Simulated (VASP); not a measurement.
# Al3Zn2As3Se2 (an interface model) in VASP: single point with PBE+D3(BJ)

Aim: the single point of Al3Zn2As3Se2 (an interface model) with PBE+D3(BJ).

Program: VASP 6.6.1. These are calculated values, not measurements. Logs are shortened: lines on timing, memory, paths and dates and some standing lists are left out, and cuts for length are marked.

### Step 1. The cell of the first run

The cell holds layers of an interface, 10 atoms: a = 4.050 Å, b = 4.050 Å, c = 16.392 Å, α = 90.00°, β = 90.00°, γ = 120.00°.

### Step 2. Single point, PBE+D3(BJ)

The input, INCAR:

```
PREC     = Accurate       # precision mode
ENCUT    = 400            # plane-wave cutoff, eV
EDIFF    = 1E-6           # SCF threshold, eV
ISMEAR   = -4             # smearing method
SIGMA    = 0.05           # smearing width, eV
LREAL    = F              # projectors in reciprocal space
LASPH    = T              # aspherical terms in the spheres
NELM     = 120            # most SCF steps
ALGO     = Normal         # electronic algorithm
ISIF     = 2              # what is computed and relaxed
LWAVE    = F              # write WAVECAR
LCHARG   = T              # write CHGCAR
GGA      = PE             # functional
IVDW     = 12             # dispersion correction
LELF     = T              # ELF
LVHAR    = T            
NBANDS   = 41             # bands
GGA_COMPAT= F
```

The input, KPOINTS:

```
regular mesh
0
Gamma
  9 9 2
```

The input, POSCAR:

```
Al3Zn2As3Se2
1.0
    4.0502457815      0.0000000000      0.0000000000
   -2.0251228907      3.5076157383      0.0000000000
    0.0000000000      0.0000000000     16.3917919550
Al As Zn Se
3 3 2 2
Direct
    0.3931211203      0.6068788797      0.1076825194
    0.7109092141      1.2890907859      0.3093609017
    1.0338525775      1.9661474225      0.5111264228
    0.7249698239      1.2750301761      0.1560696079
    1.0426382375      1.9573617625      0.3582019487
    1.3619722211      2.6380277789      0.5660710821
    1.7993665553      3.2006334447      0.6948804942
    2.0729688796      3.9270311204      0.9021338615
    2.1211021853      3.8788978147      0.7553392353
    2.4057658521      4.5942341479      0.9576142187
```

Potentials or basis: VASP PAW PBE potentials, release 64 (Al, As, Zn, Se).

Started as:

```console
$ cat potpaw_PBE.64/Al/POTCAR potpaw_PBE.64/As/POTCAR potpaw_PBE.64/Zn/POTCAR potpaw_PBE.64/Se/POTCAR > POTCAR
$ mpirun -np 1 vasp_std > vasp.out
```

OUTCAR:

```text
PREC = Accurate
   ENCUT = 400
   EDIFF = 1E-6
   ISMEAR = -4
   LREAL = F
   LASPH = T
   NELM = 120
   ISIF = 2
   GGA = PE
   IVDW = 12
 IVDW          = 12

 ion  position               nearest neighbor table
   1  0.393  0.607  0.108-   4 2.46  10 2.46   4 2.47   4 2.47
   2  0.711  0.289  0.309-   5 2.46   5 2.48   5 2.48   4 2.51
   3  0.034  0.966  0.511-   6 2.47   5 2.51   6 2.52   6 2.52
   4  0.725  0.275  0.156-   1 2.46   1 2.47   1 2.47   2 2.51
   5  0.043  0.957  0.358-   2 2.46   2 2.48   2 2.48   3 2.51
   6  0.362  0.638  0.566-   3 2.47   3 2.52   3 2.52   7 2.96   7 2.96
   7  0.799  0.201  0.695-   9 2.47   9 2.58   9 2.58   6 2.96   6 2.96
   8  0.073  0.927  0.902-   9 2.43  10 2.51  10 2.51  10 2.51
   9  0.121  0.879  0.755-   8 2.43   7 2.47   7 2.58   7 2.58
  10  0.406  0.594  0.958-   1 2.46   8 2.51   8 2.51   8 2.51

  LATTYP: Found a hexagonal cell.
 ALAT       =     4.0502457815
 C/A-ratio  =     4.0471104321

  Lattice vectors:

 A1 = (   4.0502457815,   0.0000000000,   0.0000000000)
 A2 = (  -2.0251228907,   3.5076157383,   0.0000000000)
 A3 = (   0.0000000000,   0.0000000000,  16.3917919550)

Analysis of symmetry for initial positions (statically):
=====================================================================
 Subroutine PRICEL returns:
 Original cell was already a primitive cell.

 Routine SETGRP: Setting up the symmetry group for a
 hexagonal supercell.

 Subroutine GETGRP returns: Found  2 space group operations
 (whereof  2 operations were pure point group operations)
 out of a pool of 24 trial point group operations.

The static configuration has the point symmetry C_1h.

Analysis of symmetry for dynamics (positions and initial velocities):
=====================================================================
 Subroutine PRICEL returns:
 Original cell was already a primitive cell.

 Routine SETGRP: Setting up the symmetry group for a
 hexagonal supercell.

 Subroutine GETGRP returns: Found  2 space group operations
 (whereof  2 operations were pure point group operations)
 out of a pool of 24 trial point group operations.

The dynamic configuration has the point symmetry C_1h.

 Subroutine INISYM returns: Found  2 space group operations
 (whereof  2 operations are pure point group operations),
 and found     1 'primitive' translations

----------------------------------------------------------------------------------------

                                     Primitive cell

  volume of cell :     232.8734

  direct lattice vectors                    reciprocal lattice vectors
     4.050245782  0.000000000  0.000000000     0.246898597  0.142546971  0.000000000
    -2.025122891  3.507615738  0.000000000     0.000000000  0.285093943  0.000000000
     0.000000000  0.000000000 16.391791955     0.000000000  0.000000000  0.061006143

  length of vectors
     4.050245782  4.050245781 16.391791955     0.285093943  0.285093943  0.061006143

  position of ions in fractional coordinates (direct lattice)
     0.393121120  0.606878880  0.107682519
     0.710909214  0.289090786  0.309360902
     0.033852577  0.966147423  0.511126423
     0.724969824  0.275030176  0.156069608
     0.042638238  0.957361762  0.358201949
     0.361972221  0.638027779  0.566071082
     0.799366555  0.200633445  0.694880494
     0.072968880  0.927031120  0.902133861
     0.121102185  0.878897815  0.755339235
     0.405765852  0.594234148  0.957614219

  ion indices of the primitive-cell ions
   primitive index   ion index
                 1           1
                 2           2
                 3           3
                 4           4
                 5           5
                 6           6
                 7           7
                 8           8
                 9           9
                10          10

----------------------------------------------------------------------------------------

 KPOINTS: regular mesh

Automatic generation of k-mesh.
 Grid dimensions read from file:
 generate k-points for:    9    9    2

 Generating k-lattice:

  Cartesian coordinates                     Fractional coordinates (reciprocal lattice)
     0.027433177  0.015838552  0.000000000     0.111111111  0.000000000  0.000000000
     0.000000000  0.031677105  0.000000000     0.000000000  0.111111111  0.000000000
     0.000000000  0.000000000  0.030503071     0.000000000  0.000000000  0.500000000

  Length of vectors
     0.031677105  0.031677105  0.030503071

  Shift w.r.t. Gamma in fractional coordinates (k-lattice)
     0.000000000  0.000000000  0.000000000

 TETIRR: Found    243 inequivalent tetrahedra from      972

 Subroutine IBZKPT returns following result:
 ===========================================

 Found     50 irreducible k-points:

 Following reciprocal coordinates:
            Coordinates               Weight
  0.000000  0.000000  0.000000      1.000000
  0.111111  0.000000  0.000000      4.000000
 -0.111111  0.111111  0.000000      2.000000
  0.222222 -0.000000  0.000000      4.000000
 -0.222222  0.222222  0.000000      2.000000
  0.333333  0.000000  0.000000      4.000000
[... 16 lines left out ...]
 -0.222222 -0.444444  0.000000      4.000000
  0.444444  0.333333  0.000000      4.000000
 [... further k-points ...]
   k-points           NKPTS =     50   k-points in BZ     NKDIM =     50   number of bands    NBANDS=     41
   number of dos      NEDOS =    301   number of ions     NIONS =     10
   total plane-waves  NPLWV =  84672
   dimension x,y,z NGX =    28 NGY =   28 NGZ =  108
   dimension x,y,z NGXF=    56 NGYF=   56 NGZF=  216
   ions per type =               3   3   2   2
   NGX,Y,Z   is equivalent  to a cutoff of  11.49, 11.49, 10.95 a.u.
   NGXF,Y,Z  is equivalent  to a cutoff of  22.99, 22.99, 21.91 a.u.
 SYSTEM =  unknown system
   PREC   = accura    normal or accurate (medium, high low for compatibility)
   ISTART =      0    job   : 0-new  1-cont  2-samecut
   ICHARG =      2    charge: 1-file 2-atom 10-const
   ISPIN  =      1    spin polarized calculation?
   LNONCOLLINEAR =      F non collinear calculations
   LSORBIT =      F    spin-orbit coupling
   LASPH  =      T    aspherical Exc in radial PAW
   ENCUT  =  400.0 eV  29.40 Ry    5.42 a.u.   6.60  6.60 26.73*2*pi/ulx,y,z
   NELM   =    120;   NELMIN=  2; NELMDL= -5     # of ELM steps
   EDIFF  = 0.1E-05   stopping-criterion for ELM
   LREAL  =      F    real-space projection
   EDIFFG = 0.1E-04   stopping-criterion for IOM
   NSW    =      0    number of steps for IOM
   IBRION =     -1    ionic relax: 0-MD 1-quasi-New 2-CG
   NFREE  =      0    steps in history (QN), initial steepest desc. (CG)
   ISIF   =      2    stress and relaxation
   ISYM   =      2    0-nonsym 1-usesym 2-fastsym
   POTIM  = 0.5000    time-step for ionic-motion
   TEBEG  =    0.0;   TEEND  =   0.0 temperature during run
   PSTRESS=    0.0 pullay stress
   NELECT =      60.0000    total number of electrons
   NUPDOWN=      -1.0000    fix difference up-down
   EMIN   =  10.00;   EMAX   =-10.00  energy-range for DOS
   EFERMI =   0.00;   METHOD = LEGACY
   ISMEAR =    -4;   SIGMA  =   0.05  broadening in eV -4-tet -1-fermi 0-gaus
   EFERMI_NEDOS =   21; number of points for ismear=-14 and -15
   IALGO  =     38    algorithm
   IMIX   =      4    mixing-type and parameters
     AMIX     =   0.40;   BMIX     =  1.00
     AMIX_MAG =   1.60;   BMIX_MAG =  1.00
  volume/ion in A,a.u.               =      23.29       157.15
  Fermi-wavevector in a.u.,A,eV,Ry     =   1.041722  1.968570 14.764844  1.085185
  Thomas-Fermi vector in A             =   2.176356
   LORBIT       =      0    0 simple, 1 ext, 2 COOP (PROOUT), +10 PAW based schemes
   GGA     = PE    functional components
   LHFCALC =     F    Hartree Fock is set to
   AEXX    =    0.0000 exact exchange contribution
   IVDW    =    12    specifies the selected vdW correction
   LEPSILON=     F    determine dielectric tensor
   LRPA    =     F    only Hartree local field effects (RPA)
 non-spin polarized calculation
 Fermi weights with tetrahedron method witout Bloechl corrections
  energy-cutoff  :      400.00
  volume of cell :      232.87
 maximum number of plane-waves:      4289
   NGX = 13   NGY = 13   NGZ = 53

 number of electron      60.0000000 magnetization

 Free energy of the ion-electron system (eV)
  ---------------------------------------------------
  ext. energy  EPLUGINS =         0.00000000
  ---------------------------------------------------
  free energy    TOTEN  =       -39.37986425 eV

  energy without entropy =      -39.37986425  energy(sigma->0) =      -39.37986425

 E-fermi :   3.1806     XC(G=0):  -9.1018

 val. band max:        3.1378290393   @ k =   0.0000   0.0000   0.0000
 cond. band min:       3.9962051036   @ k =   0.0000   0.0000   0.0000
 fundamental gap:      0.8583760643
 Fermi energy:         3.1805642619

 k-point     1 :       0.0000    0.0000    0.0000
  band No.  band energies     occupation
      1     -10.6266      2.00000
      2      -9.9420      2.00000
      3      -8.5955      2.00000
      4      -8.0116      2.00000
      5      -7.4257      2.00000
      6      -4.0565      2.00000
[... 33 lines left out ...]
     40       7.5856      0.00000
     41       7.7190      0.00000

 k-point     2 :       0.1111    0.0000    0.0000
  band No.  band energies     occupation
      1     -10.5684      2.00000
      2      -9.8915      2.00000
      3      -8.4987      2.00000
      4      -7.9219      2.00000
      5      -7.3386      2.00000
      6      -4.0511      2.00000
[... 33 lines left out ...]
     40       7.7694      0.00000
     41       7.8752      0.00000

 k-point     3 :      -0.1111    0.1111    0.0000
  band No.  band energies     occupation
      1     -10.5675      2.00000
      2      -9.8907      2.00000
      3      -8.4981      2.00000
      4      -7.9223      2.00000
      5      -7.3408      2.00000
      6      -4.0491      2.00000
[... 33 lines left out ...]
     40       7.8389      0.00000
     41       7.9438      0.00000

 k-point     4 :       0.2222   -0.0000    0.0000
  band No.  band energies     occupation
      1     -10.4132      2.00000
      2      -9.7594      2.00000
      3      -8.2260      2.00000
      4      -7.6730      2.00000
      5      -7.0985      2.00000
      6      -4.0311      2.00000
[... 825 lines left out ...]
     40       8.3655      0.00000
     41       8.7270      0.00000

 k-point    23 :      -0.2222   -0.4444    0.0000
  band No.  band energies     occupation
      1     -10.0236      2.00000
      2      -9.4476      2.00000
      3      -7.3723      2.00000
      4      -6.9856      2.00000
      5      -6.4421      2.00000
      6      -3.9884      2.00000
[... 33 lines left out ...]
     40       8.3184      0.00000
     41       8.6709      0.00000

 k-point    24 :       0.4444    0.3333    0.0000
  band No.  band energies     occupation
      1     -10.0196      2.00000
      2      -9.4453      2.00000
      3      -7.3644      2.00000
      4      -6.9879      2.00000
      5      -6.4645      2.00000
      6      -3.9899      2.00000
[... 33 lines left out ...]
     40       8.4103      0.00000
     41       8.8053      0.00000

 [... further k-points ...]

------------------------ aborting loop because EDIFF is reached ----------------------------------------

 Edisp (eV)   -3.10547

 E8    (eV) :    -1.3318

  FORCE on cell =-STRESS in cart. coord.  units (eV):
  Direction    XX          YY          ZZ          XY          YZ          ZX
  --------------------------------------------------------------------------------------
  -------------------------------------------------------------------------------------
  Total      -3.94115    -5.71377    -3.28615    -1.53513    -0.84325     1.46055
  in kB     -27.11528   -39.31092   -22.60882   -10.56174    -5.80159    10.04865
  external pressure =      -29.68 kB  Pullay stress =        0.00 kB

 VOLUME and BASIS-vectors are now :
 -----------------------------------------------------------------------------
  energy-cutoff  :      400.00
  volume of cell :      232.87
      direct lattice vectors                 reciprocal lattice vectors
     4.050245782  0.000000000  0.000000000     0.246898597  0.142546971  0.000000000
    -2.025122891  3.507615738  0.000000000     0.000000000  0.285093943  0.000000000
     0.000000000  0.000000000 16.391791955     0.000000000  0.000000000  0.061006143

 POSITION                                       TOTAL-FORCE (eV/Angst)
 -----------------------------------------------------------------------------------
      0.36323      2.12870      1.76511         0.000303     -0.000175     -0.012587
      2.29391      1.01402      5.07098        -0.003218      0.001858     -0.010119
     -1.81946      3.38887      8.37828        -0.003704      0.002138      0.009910
      2.37934      0.96470      2.55826         0.000461     -0.000266      0.003714
     -1.76608      3.35806      5.87157         0.003696     -0.002134      0.002397
      0.17399      2.23796      9.27892         0.009380     -0.005416     -0.007452
      2.83132      0.70375     11.39034        -0.009447      0.005454     -0.002383
     -1.58181      3.25167     14.78759        -0.001804      0.001041     -0.005417
     -1.28938      3.08284     12.38136         0.006074     -0.003507      0.002120
      0.44005      2.08435     15.69701        -0.001742      0.001006      0.019818
 -----------------------------------------------------------------------------------
    total drift:                               -0.000715      0.000413     -0.000625

  FREE ENERGIE OF THE ION-ELECTRON SYSTEM (eV)
  ---------------------------------------------------
  free  energy   TOTEN  =       -42.4853372263 eV

  energy  without entropy=      -42.4853372263  energy(sigma->0) =      -42.48533723
```

Wall time 14 min (1 thread of Intel Xeon 8259CL, shared host); peak memory 0.49 GiB.

What came out:

| Quantity | Value |
| --- | --- |
| Free energy | -42.4853 eV |
| Pressure | -3.0 GPa |
| Largest force | 0.020 eV/Å |
| Band gap on the k mesh | 0.86 eV |
| Dispersion energy per atom | -0.311 eV |

Forces in eV/Å, atoms in the order of the input:
```
Al   0.000  0.000 -0.013
Al  -0.003  0.002 -0.010
Al  -0.004  0.002  0.010
As   0.000  0.000  0.004
As   0.004 -0.002  0.002
As   0.009 -0.005 -0.007
Zn  -0.009  0.005 -0.002
Zn  -0.002  0.001 -0.005
Se   0.006 -0.004  0.002
Se  -0.002  0.001  0.020
```

Stress tensor (GPa, compression positive):
```
-2.71 -1.06  1.00
-1.06 -3.93 -0.58
 1.00 -0.58 -2.26
```

Levels at points of the mesh, in eV from the valence-band top:
```csv
k point,band 26,band 27,band 28,band 29,band 30,band 31,band 32,band 33,band 34,band 35
"(0.00, 0.00, 0.00)",-0.58,-0.53,-0.16,-0.07,0.00,0.86,1.67,2.05,2.26,2.51
"(0.00, 0.00, 0.50)",-0.75,-0.55,-0.54,-0.06,-0.01,1.49,1.74,1.83,2.22,2.44
```

Caveat: three body term missing.
